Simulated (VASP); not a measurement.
# Zr4C5 in VASP: single point with r2SCAN

Aim: the single point of Zr4C5 with r2SCAN.

Everything below comes from runs of VASP 6.6.1. Logs are shortened: lines on timing, memory, paths and dates and some standing lists are left out, and cuts for length are marked.

**1. The cell of the first run**

The cell holds a slab with vacuum, 9 atoms: a = 3.332 Å, b = 3.332 Å, c = 25.881 Å, α = 90.00°, β = 90.00°, γ = 120.00°.

**2. Single point, r2SCAN**

POSCAR

```
Zr4C5
1.0
    3.3315451702      0.0000000000      0.0000000000
   -1.6657725851      2.8852027513      0.0000000000
    0.0000000000      0.0000000000     25.8807809628
C Zr
5 4
Direct
    0.6666666667      0.3333333333      0.2897903278
    0.3333333333      0.6666666667      0.3948951639
    0.0000000000      0.0000000000      0.5000000000
    0.6666666667      0.3333333333      0.6051048361
    0.3333333333      0.6666666667      0.7102096722
    0.0000000000      0.0000000000      0.3423427459
    0.6666666667      0.3333333333      0.4474475820
    0.3333333333      0.6666666667      0.5525524180
    0.0000000000      0.0000000000      0.6576572541
```

INCAR.step1

```
  PREC = Accurate
  ENCUT = 520
  ISMEAR = 0
  SIGMA = 0.1
  LREAL = F
  LASPH = T
  NELM = 60
  LDIPOL = T
  IDIPOL = 3
  DIPOL = 0.5 0.5 0.500
  NBANDS = 44
  GGA = PE
  ALGO = Normal
  EDIFF = 1E-4
  LWAVE = T
  LCHARG = F
```

INCAR.step2

```
  PREC = Accurate
  ENCUT = 520
  EDIFF = 1E-7
  ISMEAR = 0
  SIGMA = 0.1
  LREAL = F
  LASPH = T
  NELM = 60
  ALGO = Normal
  ISIF = 2
  LWAVE = F
  LCHARG = T
  LDIPOL = T
  IDIPOL = 3
  DIPOL = 0.5 0.5 0.500
  METAGGA = R2SCAN
  LMIXTAU = T
  LELF = T
  LVHAR = T
  LVACPOTAV = T
  NBANDS = 44
  ISTART = 1
```

KPOINTS

```
regular mesh
0
Gamma
  12 12 1
```

Potentials or basis: VASP PAW PBE potentials, release 64 (C, Zr_sv).

Command:

```sh
$ cat potpaw_PBE.64/C/POTCAR potpaw_PBE.64/Zr_sv/POTCAR > POTCAR
$ cp INCAR.step1 INCAR
$ mpirun -np 1 vasp_std > vasp.out
$ cp INCAR.step2 INCAR
$ mpirun -np 1 vasp_std > vasp.out
```

OUTCAR:

```text
PREC = Accurate
   ENCUT = 520
   EDIFF = 1E-7
   ISMEAR = 0
   LREAL = F
   LASPH = T
   NELM = 60
   ISIF = 2
   METAGGA = R2SCAN
   ISTART = 1

 ion  position               nearest neighbor table
   1  0.667  0.333  0.290-   6 2.36   6 2.36   6 2.36
   2  0.333  0.667  0.395-   6 2.36   6 2.36   6 2.36   7 2.36   7 2.36   7 2.36
   3  0.000  0.000  0.500-   7 2.36   8 2.36   7 2.36   8 2.36   7 2.36   8 2.36
   4  0.667  0.333  0.605-   9 2.36   9 2.36   9 2.36   8 2.36   8 2.36   8 2.36
   5  0.333  0.667  0.710-   9 2.36   9 2.36   9 2.36
   6  0.000  0.000  0.342-   2 2.36   2 2.36   2 2.36   1 2.36   1 2.36   1 2.36   7 3.33   7 3.33
                             7 3.33
   7  0.667  0.333  0.447-   3 2.36   3 2.36   3 2.36   2 2.36   2 2.36   2 2.36   8 3.33   8 3.33
                             8 3.33   6 3.33   6 3.33   6 3.33
   8  0.333  0.667  0.553-   3 2.36   3 2.36   3 2.36   4 2.36   4 2.36   4 2.36   7 3.33   7 3.33
                             7 3.33   9 3.33   9 3.33   9 3.33
   9  0.000  0.000  0.658-   4 2.36   4 2.36   4 2.36   5 2.36   5 2.36   5 2.36   8 3.33   8 3.33
                             8 3.33

  LATTYP: Found a hexagonal cell.
 ALAT       =     3.3315451702
 C/A-ratio  =     7.7684016397

  Lattice vectors:

 A1 = (   3.3315451702,   0.0000000000,   0.0000000000)
 A2 = (  -1.6657725851,   2.8852027513,   0.0000000000)
 A3 = (   0.0000000000,   0.0000000000,  25.8807809628)

Analysis of symmetry for initial positions (statically):
=====================================================================
 Subroutine PRICEL returns:
 Original cell was already a primitive cell.

 Routine SETGRP: Setting up the symmetry group for a
 hexagonal supercell.

 Subroutine GETGRP returns: Found 12 space group operations
 (whereof 12 operations were pure point group operations)
 out of a pool of 24 trial point group operations.

The static configuration has the point symmetry D_3d.

Analysis of symmetry for dynamics (positions and initial velocities):
=====================================================================
 Subroutine PRICEL returns:
 Original cell was already a primitive cell.

 Routine SETGRP: Setting up the symmetry group for a
 hexagonal supercell.

 Subroutine GETGRP returns: Found 12 space group operations
 (whereof 12 operations were pure point group operations)
 out of a pool of 24 trial point group operations.

The dynamic configuration has the point symmetry D_3d.

 Subroutine INISYM returns: Found 12 space group operations
 (whereof 12 operations are pure point group operations),
 and found     1 'primitive' translations

----------------------------------------------------------------------------------------

                                     Primitive cell

  volume of cell :     248.7708

  direct lattice vectors                    reciprocal lattice vectors
     3.331545170  0.000000000  0.000000000     0.300161021  0.173298046  0.000000000
    -1.665772585  2.885202751  0.000000000     0.000000000  0.346596093  0.000000000
     0.000000000  0.000000000 25.880780963     0.000000000  0.000000000  0.038638710

  length of vectors
     3.331545170  3.331545170 25.880780963     0.346596093  0.346596093  0.038638710

  position of ions in fractional coordinates (direct lattice)
     0.666666667  0.333333333  0.289790328
     0.333333333  0.666666667  0.394895164
     0.000000000  0.000000000  0.500000000
     0.666666667  0.333333333  0.605104836
     0.333333333  0.666666667  0.710209672
     0.000000000  0.000000000  0.342342746
     0.666666667  0.333333333  0.447447582
     0.333333333  0.666666667  0.552552418
     0.000000000  0.000000000  0.657657254

  ion indices of the primitive-cell ions
   primitive index   ion index
                 1           1
                 2           2
                 3           3
                 4           4
                 5           5
                 6           6
                 7           7
                 8           8
                 9           9

----------------------------------------------------------------------------------------

 KPOINTS: regular mesh

Automatic generation of k-mesh.
 Grid dimensions read from file:
 generate k-points for:   12   12    1

 Generating k-lattice:

  Cartesian coordinates                     Fractional coordinates (reciprocal lattice)
     0.025013418  0.014441504  0.000000000     0.083333333 -0.000000000  0.000000000
     0.000000000  0.028883008  0.000000000     0.000000000  0.083333333  0.000000000
     0.000000000  0.000000000  0.038638710     0.000000000  0.000000000  1.000000000

  Length of vectors
     0.028883008  0.028883008  0.038638710

  Shift w.r.t. Gamma in fractional coordinates (k-lattice)
     0.000000000  0.000000000  0.000000000

 Subroutine IBZKPT returns following result:
 ===========================================

 Found     19 irreducible k-points:

 Following reciprocal coordinates:
            Coordinates               Weight
  0.000000  0.000000  0.000000      1.000000
  0.083333  0.000000  0.000000      6.000000
  0.166667 -0.000000  0.000000      6.000000
  0.250000  0.000000  0.000000      6.000000
  0.333333  0.000000  0.000000      6.000000
  0.416667  0.000000  0.000000      6.000000
[... 11 lines left out ...]
  0.333333  0.250000  0.000000     12.000000
  0.333333  0.333333  0.000000      2.000000
   k-points           NKPTS =     19   k-points in BZ     NKDIM =     19   number of bands    NBANDS=     44
   number of dos      NEDOS =    301   number of ions     NIONS =      9
   total plane-waves  NPLWV = 150528
   dimension x,y,z NGX =    28 NGY =   28 NGZ =  192
   dimension x,y,z NGXF=    56 NGYF=   56 NGZF=  384
   ions per type =               5   4
   NGX,Y,Z   is equivalent  to a cutoff of  13.97, 13.97, 12.33 a.u.
   NGXF,Y,Z  is equivalent  to a cutoff of  27.94, 27.94, 24.67 a.u.
 SYSTEM =  unknown system
   PREC   = accura    normal or accurate (medium, high low for compatibility)
   ISTART =      1    job   : 0-new  1-cont  2-samecut
   ICHARG =      0    charge: 1-file 2-atom 10-const
   ISPIN  =      1    spin polarized calculation?
   LNONCOLLINEAR =      F non collinear calculations
   LSORBIT =      F    spin-orbit coupling
   LASPH  =      T    aspherical Exc in radial PAW
   ENCUT  =  520.0 eV  38.22 Ry    6.18 a.u.   6.19  6.19 48.12*2*pi/ulx,y,z
   NELM   =     60;   NELMIN=  2; NELMDL=  0     # of ELM steps
   EDIFF  = 0.1E-06   stopping-criterion for ELM
   LREAL  =      F    real-space projection
   EDIFFG = 0.1E-05   stopping-criterion for IOM
   NSW    =      0    number of steps for IOM
   IBRION =     -1    ionic relax: 0-MD 1-quasi-New 2-CG
   NFREE  =      0    steps in history (QN), initial steepest desc. (CG)
   ISIF   =      2    stress and relaxation
   ISYM   =      2    0-nonsym 1-usesym 2-fastsym
   POTIM  = 0.5000    time-step for ionic-motion
   TEBEG  =    0.0;   TEEND  =   0.0 temperature during run
   PSTRESS=    0.0 pullay stress
   NELECT =      68.0000    total number of electrons
   NUPDOWN=      -1.0000    fix difference up-down
   EMIN   =  10.00;   EMAX   =-10.00  energy-range for DOS
   EFERMI =   0.00;   METHOD = LEGACY
   ISMEAR =     0;   SIGMA  =   0.10  broadening in eV -4-tet -1-fermi 0-gaus
   EFERMI_NEDOS =   21; number of points for ismear=-14 and -15
   IALGO  =     38    algorithm
   IMIX   =      4    mixing-type and parameters
     AMIX     =   0.40;   BMIX     =  1.00
     AMIX_MAG =   1.60;   BMIX_MAG =  1.00
  volume/ion in A,a.u.               =      27.64       186.53
  Fermi-wavevector in a.u.,A,eV,Ry     =   1.062457  2.007752 15.358456  1.128815
  Thomas-Fermi vector in A             =   2.197908
   LORBIT       =      0    0 simple, 1 ext, 2 COOP (PROOUT), +10 PAW based schemes
   METAGGA = R2SCAN    functional components
   LHFCALC =     F    Hartree Fock is set to
   AEXX    =    0.0000 exact exchange contribution
   IVDW    =     0    specifies the selected vdW correction
   LEPSILON=     F    determine dielectric tensor
   LRPA    =     F    only Hartree local field effects (RPA)
 non-spin polarized calculation
 Gauss-broadening in eV      SIGMA  =   0.10
  energy-cutoff  :      520.00
  volume of cell :      248.77
 maximum number of plane-waves:      6744
 NGX is ok and might be reduce to    28
   NGX = 13   NGY = 13   NGZ = 97

 dipolmoment           0.000000      0.000000     -0.000000 electrons x Angstroem

 number of electron      68.0000000 magnetization

 dipolmoment           0.000000      0.000000      0.000000 electrons x Angstroem

 Free energy of the ion-electron system (eV)
  ---------------------------------------------------
  ext. energy  EPLUGINS =         0.00000000
  ---------------------------------------------------
  free energy    TOTEN  =      -139.64819220 eV

  energy without entropy =     -139.61672127  energy(sigma->0) =     -139.63245673

 E-fermi :   0.4326     XC(G=0):  -6.4942

 val. band max:        0.4188331953   @ k =   0.2500   0.0000   0.0000
 cond. band min:       0.4620990494   @ k =   0.3333   0.1667   0.0000
 fundamental gap:      0.0432658541
 Fermi energy:         0.4325994431

 k-point     1 :       0.0000    0.0000    0.0000
  band No.  band energies     occupation
      1     -49.6345      2.00000
      2     -49.5831      2.00000
      3     -49.2779      2.00000
      4     -49.2776      2.00000
      5     -27.3903      2.00000
      6     -27.0493      2.00000
[... 36 lines left out ...]
     43       3.9198      0.00000
     44       3.9198      0.00000

 k-point     2 :       0.0833    0.0000    0.0000
  band No.  band energies     occupation
      1     -49.6290      2.00000
      2     -49.5792      2.00000
      3     -49.2734      2.00000
      4     -49.2731      2.00000
      5     -27.3732      2.00000
      6     -27.0466      2.00000
[... 36 lines left out ...]
     43       3.9855      0.00000
     44       3.9867      0.00000

 k-point     3 :       0.1667   -0.0000    0.0000
  band No.  band energies     occupation
      1     -49.6139      2.00000
      2     -49.5685      2.00000
      3     -49.2610      2.00000
      4     -49.2607      2.00000
      5     -27.3264      2.00000
      6     -27.0571      2.00000
[... 36 lines left out ...]
     43       4.1125      0.00000
     44       4.2535      0.00000

 k-point     4 :       0.2500    0.0000    0.0000
  band No.  band energies     occupation
      1     -49.5928      2.00000
      2     -49.5544      2.00000
      3     -49.2440      2.00000
      4     -49.2439      2.00000
      5     -27.2684      2.00000
      6     -27.1443      2.00000
[... 647 lines left out ...]
     43       5.1858      0.00000
     44       5.3832      0.00000

 k-point    18 :       0.3333    0.2500    0.0000
  band No.  band energies     occupation
      1     -49.5360      2.00000
      2     -49.5272      2.00000
      3     -49.2036      2.00000
      4     -49.2036      2.00000
      5     -27.3238      2.00000
      6     -27.2604      2.00000
[... 36 lines left out ...]
     43       5.0741      0.00000
     44       5.3867      0.00000

 k-point    19 :       0.3333    0.3333    0.0000
  band No.  band energies     occupation
      1     -49.5292      2.00000
      2     -49.5292      2.00000
      3     -49.2013      2.00000
      4     -49.2013      2.00000
      5     -27.2539      2.00000
      6     -27.2261      2.00000
[... 36 lines left out ...]
     43       4.9151      0.00000
     44       5.4156      0.00000

------------------------ aborting loop because EDIFF is reached ----------------------------------------

 vacuum level on the upper side and lower side of the slab       (xc-potential included)        -0.051        -0.051

  FORCE on cell =-STRESS in cart. coord.  units (eV):
  Direction    XX          YY          ZZ          XY          YZ          ZX
  --------------------------------------------------------------------------------------
  -------------------------------------------------------------------------------------
  Total       -2.7630460     -2.7630460     -4.3841970     -0.0000000      0.0000000      0.0000000
  in kB      -17.7950529    -17.7950529    -28.2358733     -0.0000000      0.0000000      0.0000000
  external PRESSURE =     -21.2753264 kB  Pullay stress =       0.0000000 kB

 VOLUME and BASIS-vectors are now :
 -----------------------------------------------------------------------------
  energy-cutoff  :      520.00
  volume of cell :      248.77
      direct lattice vectors                 reciprocal lattice vectors
     3.331545170  0.000000000  0.000000000     0.300161021  0.173298046  0.000000000
    -1.665772585  2.885202751  0.000000000     0.000000000  0.346596093  0.000000000
     0.000000000  0.000000000 25.880780963     0.000000000  0.000000000  0.038638710

 POSITION                                       TOTAL-FORCE (eV/Angst)
 -----------------------------------------------------------------------------------
      1.66577      0.96173      7.50000         0.000000      0.000000      1.465676
     -0.00000      1.92347     10.22020        -0.000000      0.000000     -0.245221
      0.00000      0.00000     12.94039         0.000000      0.000000      0.000000
      1.66577      0.96173     15.66059         0.000000      0.000000      0.245221
     -0.00000      1.92347     18.38078        -0.000000     -0.000000     -1.465676
      0.00000      0.00000      8.86010         0.000000     -0.000000     -1.316726
      1.66577      0.96173     11.58029        -0.000000      0.000000      0.178780
     -0.00000      1.92347     14.30049         0.000000     -0.000000     -0.178780
      0.00000      0.00000     17.02068         0.000000      0.000000      1.316726
 -----------------------------------------------------------------------------------
    total drift:                               -0.000000      0.000000      0.000000

  FREE ENERGIE OF THE ION-ELECTRON SYSTEM (eV)
  ---------------------------------------------------
  free  energy   TOTEN  =      -139.6481922006 eV

  energy  without entropy=     -139.6167212665  energy(sigma->0) =     -139.63245673

 vacuum level on the upper side and lower side of the slab         7.452         7.452
```

It took 17 min on 1 thread of Intel Xeon Platinum 8488C (Sapphire Rapids), shared host; peak memory 0.5 GiB.

What came out:

| Quantity | Value |
| --- | --- |
| Free energy | -139.6482 eV |
| Largest force | 1.466 eV/Å |
| Band gap on the k mesh | zero (bands 34 and 35 overlap by 0.91 eV) |
| Work function of the upper face | 7.02 eV |
| Work function of the lower face | 7.02 eV |

Forces in eV/Å, atoms in the order of the input:
```
C    0.000  0.000  1.466
C    0.000  0.000 -0.245
C    0.000  0.000  0.000
C    0.000  0.000  0.245
C    0.000  0.000 -1.466
Zr   0.000  0.000 -1.317
Zr   0.000  0.000  0.179
Zr   0.000  0.000 -0.179
Zr   0.000  0.000  1.317
```

Caveat: the PAW data sets were made with another functional, which shifts forces and pressure a little.

The gap in the log of VASP goes by the Fermi energy; the results here count the filled bands.